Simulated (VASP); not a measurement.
# ZnS (Sphalerite) (F-43m) in VASP: notebook

Runs on ZnS (Sphalerite). Level: PBE. Tasks: single point.

All numbers are computed with VASP 6.6.1; they aren't measurements. Logs are shortened: lines on timing, memory, paths and dates and some standing lists are left out, and cuts for length are marked.

## Step 1: The cell of the first run

The structure is cubic, space group F-43m (No. 216). Conventional cell: a = 5.415 Å, b = 5.415 Å, c = 5.415 Å, α = 90.00°, β = 90.00°, γ = 90.00°. Zn (site symmetry -43m) has 4 S at 2.34 Å within 3.1 Å. Within 3.1 Å of S (site symmetry -43m) lie 4 Zn at 2.34 Å.

## Step 2: Single point, PBE

INCAR reads:

```
SYSTEM = ZnS
PREC = Accurate ; ENCUT = 520
EDIFF = 1E-6 ; ISMEAR = -1
SIGMA = 0.02 ; LREAL = .FALSE.
LASPH = .TRUE. ; NELM = 80
ALGO = Normal ; ISIF = 2
LWAVE = .FALSE. ; LCHARG = .FALSE.
GGA = PE ; NBANDS = 16
```

KPOINTS reads:

```
Automatic mesh
0
G
  14 14 14
  0 0 0
```

POSCAR reads:

```
ZnS
1.0
    0.0000000000      2.7072500000      2.7072500000
    2.7072500000      0.0000000000      2.7072500000
    2.7072500000      2.7072500000      0.0000000000
Zn S
1 1
Direct
    0.0000000000      0.0000000000      0.0000000000
    0.2500000000      0.2500000000      0.2500000000
```

Potentials or basis: VASP PAW PBE potentials, release 64 (Zn, S).

Run with:

```console
cat potpaw_PBE.64/Zn/POTCAR potpaw_PBE.64/S/POTCAR > POTCAR
mpirun -np 1 vasp_std > vasp.out
```

OUTCAR:

```text
SYSTEM = ZnS
   PREC = Accurate
   ENCUT = 520
   EDIFF = 1E-6
   ISMEAR = -1
   LREAL = .FALSE.
   LASPH = .TRUE.
   NELM = 80
   ISIF = 2
   GGA = PE

 ion  position               nearest neighbor table
   1  0.000  0.000  0.000-   2 2.34   2 2.34   2 2.34   2 2.34
   2  0.250  0.250  0.250-   1 2.34   1 2.34   1 2.34   1 2.34

  LATTYP: Found a face centered cubic cell.
 ALAT       =     5.4145000000

  Lattice vectors:

 A1 = (   0.0000000000,   2.7072500000,   2.7072500000)
 A2 = (   2.7072500000,   0.0000000000,   2.7072500000)
 A3 = (   2.7072500000,   2.7072500000,   0.0000000000)

Analysis of symmetry for initial positions (statically):
=====================================================================
 Subroutine PRICEL returns:
 Original cell was already a primitive cell.

 Routine SETGRP: Setting up the symmetry group for a
 face centered cubic supercell.

 Subroutine GETGRP returns: Found 24 space group operations
 (whereof 24 operations were pure point group operations)
 out of a pool of 48 trial point group operations.

The static configuration has the point symmetry T_d .

Analysis of symmetry for dynamics (positions and initial velocities):
=====================================================================
 Subroutine PRICEL returns:
 Original cell was already a primitive cell.

 Routine SETGRP: Setting up the symmetry group for a
 face centered cubic supercell.

 Subroutine GETGRP returns: Found 24 space group operations
 (whereof 24 operations were pure point group operations)
 out of a pool of 48 trial point group operations.

The dynamic configuration has the point symmetry T_d .

 Subroutine INISYM returns: Found 24 space group operations
 (whereof 24 operations are pure point group operations),
 and found     1 'primitive' translations

----------------------------------------------------------------------------------------

                                     Primitive cell

  volume of cell :      39.6840

  direct lattice vectors                    reciprocal lattice vectors
     0.000000000  2.707250000  2.707250000    -0.184689260  0.184689260  0.184689260
     2.707250000  0.000000000  2.707250000     0.184689260 -0.184689260  0.184689260
     2.707250000  2.707250000  0.000000000     0.184689260  0.184689260 -0.184689260

  length of vectors
     3.828629667  3.828629667  3.828629667     0.319891182  0.319891182  0.319891182

  position of ions in fractional coordinates (direct lattice)
     0.000000000  0.000000000  0.000000000
     0.250000000  0.250000000  0.250000000

  ion indices of the primitive-cell ions
   primitive index   ion index
                 1           1
                 2           2

----------------------------------------------------------------------------------------

 KPOINTS: Automatic mesh

Automatic generation of k-mesh.
 Grid dimensions read from file:
 generate k-points for:   14   14   14

 Generating k-lattice:

  Cartesian coordinates                     Fractional coordinates (reciprocal lattice)
    -0.013192090  0.013192090  0.013192090     0.071428571  0.000000000  0.000000000
     0.013192090 -0.013192090  0.013192090     0.000000000  0.071428571  0.000000000
     0.013192090  0.013192090 -0.013192090     0.000000000  0.000000000  0.071428571

  Length of vectors
     0.022849370  0.022849370  0.022849370

  Shift w.r.t. Gamma in fractional coordinates (k-lattice)
     0.000000000  0.000000000  0.000000000

 Subroutine IBZKPT returns following result:
 ===========================================

 Found    104 irreducible k-points:

 Following reciprocal coordinates:
            Coordinates               Weight
  0.000000  0.000000  0.000000      1.000000
  0.071429  0.000000  0.000000      8.000000
  0.142857  0.000000  0.000000      8.000000
  0.214286  0.000000  0.000000      8.000000
  0.285714  0.000000  0.000000      8.000000
  0.357143  0.000000  0.000000      8.000000
[... 16 lines left out ...]
  0.214286  0.142857  0.000000     24.000000
  0.285714  0.142857  0.000000     24.000000
 [... further k-points ...]
   k-points           NKPTS =    104   k-points in BZ     NKDIM =    104   number of bands    NBANDS=     16
   number of dos      NEDOS =    301   number of ions     NIONS =      2
   total plane-waves  NPLWV =  21952
   dimension x,y,z NGX =    28 NGY =   28 NGZ =   28
   dimension x,y,z NGXF=    56 NGYF=   56 NGZF=   56
   ions per type =               1   1
   NGX,Y,Z   is equivalent  to a cutoff of  12.16, 12.16, 12.16 a.u.
   NGXF,Y,Z  is equivalent  to a cutoff of  24.32, 24.32, 24.32 a.u.
 SYSTEM =  ZnS
   PREC   = accura    normal or accurate (medium, high low for compatibility)
   ISTART =      0    job   : 0-new  1-cont  2-samecut
   ICHARG =      2    charge: 1-file 2-atom 10-const
   ISPIN  =      1    spin polarized calculation?
   LNONCOLLINEAR =      F non collinear calculations
   LSORBIT =      F    spin-orbit coupling
   LASPH  =      T    aspherical Exc in radial PAW
   ENCUT  =  520.0 eV  38.22 Ry    6.18 a.u.   7.12  7.12  7.12*2*pi/ulx,y,z
   NELM   =     80;   NELMIN=  2; NELMDL= -5     # of ELM steps
   EDIFF  = 0.1E-05   stopping-criterion for ELM
   LREAL  =      F    real-space projection
   EDIFFG = 0.1E-04   stopping-criterion for IOM
   NSW    =      0    number of steps for IOM
   IBRION =     -1    ionic relax: 0-MD 1-quasi-New 2-CG
   NFREE  =      0    steps in history (QN), initial steepest desc. (CG)
   ISIF   =      2    stress and relaxation
   ISYM   =      2    0-nonsym 1-usesym 2-fastsym
   POTIM  = 0.5000    time-step for ionic-motion
   TEBEG  =    0.0;   TEEND  =   0.0 temperature during run
   PSTRESS=    0.0 pullay stress
   NELECT =      18.0000    total number of electrons
   NUPDOWN=      -1.0000    fix difference up-down
   EMIN   =  10.00;   EMAX   =-10.00  energy-range for DOS
   EFERMI =   0.00;   METHOD = LEGACY
   ISMEAR =    -1;   SIGMA  =   0.02  broadening in eV -4-tet -1-fermi 0-gaus
   EFERMI_NEDOS =   21; number of points for ismear=-14 and -15
   IALGO  =     38    algorithm
   IMIX   =      4    mixing-type and parameters
     AMIX     =   0.40;   BMIX     =  1.00
     AMIX_MAG =   1.60;   BMIX_MAG =  1.00
  volume/ion in A,a.u.               =      19.84       133.90
  Fermi-wavevector in a.u.,A,eV,Ry     =   1.257846  2.376983 21.526802  1.582175
  Thomas-Fermi vector in A             =   2.391484
   LORBIT       =      0    0 simple, 1 ext, 2 COOP (PROOUT), +10 PAW based schemes
   GGA     = PE    functional components
   LHFCALC =     F    Hartree Fock is set to
   AEXX    =    0.0000 exact exchange contribution
   IVDW    =     0    specifies the selected vdW correction
   LEPSILON=     F    determine dielectric tensor
   LRPA    =     F    only Hartree local field effects (RPA)
 non-spin polarized calculation
  energy-cutoff  :      520.00
  volume of cell :       39.68
 maximum number of plane-waves:      1090
   NGX = 15   NGY = 15   NGZ = 15

 number of electron      17.9999996 magnetization

 Free energy of the ion-electron system (eV)
  ---------------------------------------------------
  ext. energy  EPLUGINS =         0.00000000
  ---------------------------------------------------
  free energy    TOTEN  =        -6.84960973 eV

  energy without entropy =       -6.84960973  energy(sigma->0) =       -6.84960973

 E-fermi :   2.4194     XC(G=0):  -9.6030

 val. band max:        2.0525148177   @ k =   0.0000   0.0000   0.0000
 cond. band min:       4.1411472477   @ k =   0.0000   0.0000   0.0000
 fundamental gap:      2.0886324300
 Fermi energy:         2.4194389828

 k-point     1 :       0.0000    0.0000    0.0000
  band No.  band energies     occupation
      1     -11.0473      2.00000
      2      -4.2635      2.00000
      3      -4.2635      2.00000
      4      -4.2635      2.00000
      5      -3.7722      2.00000
      6      -3.7722      2.00000
[... 8 lines left out ...]
     15      13.8088      0.00000
     16      13.8905      0.00000

 k-point     2 :       0.0714    0.0000    0.0000
  band No.  band energies     occupation
      1     -11.0088      2.00000
      2      -4.2637      2.00000
      3      -4.2564      2.00000
      4      -4.2564      2.00000
      5      -3.7729      2.00000
      6      -3.7729      2.00000
[... 8 lines left out ...]
     15      13.5472      0.00000
     16      14.2196      0.00000

 k-point     3 :       0.1429    0.0000    0.0000
  band No.  band energies     occupation
      1     -10.8978      2.00000
      2      -4.2598      2.00000
      3      -4.2370      2.00000
      4      -4.2370      2.00000
      5      -3.7740      2.00000
      6      -3.7740      2.00000
[... 8 lines left out ...]
     15      13.1254      0.00000
     16      14.7565      0.00000

 k-point     4 :       0.2143    0.0000    0.0000
  band No.  band energies     occupation
      1     -10.7288      2.00000
      2      -4.2378      2.00000
      3      -4.2107      2.00000
      4      -4.2107      2.00000
      5      -3.7729      2.00000
      6      -3.7728      2.00000
[... 8 lines left out ...]
     15      12.9490      0.00000
     16      14.4691      0.00000
[... 324 lines left out ...]
 k-point    22 :       0.1429    0.1429    0.0000
  band No.  band energies     occupation
      1     -10.8479      2.00000
      2      -4.2870      2.00000
      3      -4.2133      2.00000
      4      -4.2133      2.00000
      5      -3.7926      2.00000
      6      -3.7582      2.00000
[... 8 lines left out ...]
     15      14.0702      0.00000
     16      15.5230      0.00000

 k-point    23 :       0.2143    0.1429    0.0000
  band No.  band energies     occupation
      1     -10.7221      2.00000
      2      -4.2881      2.00000
      3      -4.1853      2.00000
      4      -4.1853      2.00000
      5      -3.7989      2.00000
      6      -3.7519      2.00000
[... 8 lines left out ...]
     15      14.0904      0.00000
     16      16.1193      0.00000

 k-point    24 :       0.2857    0.1429    0.0000
  band No.  band energies     occupation
      1     -10.5494      2.00000
      2      -4.2650      2.00000
      3      -4.1552      2.00000
      4      -4.1502      2.00000
      5      -3.7966      2.00000
      6      -3.7454      2.00000
[... 8 lines left out ...]
     15      14.2044      0.00000
     16      15.8336      0.00000

 [... further k-points ...]

------------------------ aborting loop because EDIFF is reached ----------------------------------------

  FORCE on cell =-STRESS in cart. coord.  units (eV):
  Direction    XX          YY          ZZ          XY          YZ          ZX
  --------------------------------------------------------------------------------------
  -------------------------------------------------------------------------------------
  Total        0.3257807      0.3257807      0.3257807      0.0000000     -0.0000000      0.0000000
  in kB       13.1528798     13.1528798     13.1528798      0.0000000     -0.0000000      0.0000000
  external PRESSURE =      13.1528798 kB  Pullay stress =       0.0000000 kB

 VOLUME and BASIS-vectors are now :
 -----------------------------------------------------------------------------
  energy-cutoff  :      520.00
  volume of cell :       39.68
      direct lattice vectors                 reciprocal lattice vectors
     0.000000000  2.707250000  2.707250000    -0.184689260  0.184689260  0.184689260
     2.707250000  0.000000000  2.707250000     0.184689260 -0.184689260  0.184689260
     2.707250000  2.707250000  0.000000000     0.184689260  0.184689260 -0.184689260

 POSITION                                       TOTAL-FORCE (eV/Angst)
 -----------------------------------------------------------------------------------
      0.00000      0.00000      0.00000         0.000000      0.000000      0.000000
      1.35363      1.35363      1.35363        -0.000000     -0.000000     -0.000000
 -----------------------------------------------------------------------------------
    total drift:                                0.000000      0.000000      0.000000

  FREE ENERGIE OF THE ION-ELECTRON SYSTEM (eV)
  ---------------------------------------------------
  free  energy   TOTEN  =        -6.8496097287 eV

  energy  without entropy=       -6.8496097287  energy(sigma->0) =       -6.84960973
```

Wall time 95 s (1 thread of AMD EPYC 7R13, shared host); peak memory 0.17 GiB.

Results:

* Free energy: -6.8496 eV
* Pressure: 1.3 GPa
* Band gap on the k mesh: 2.09 eV, direct

A k mesh can miss the band edges. PBE gaps usually lie below the measured ones, often by a third to a half.

[end of part 1 of 2]
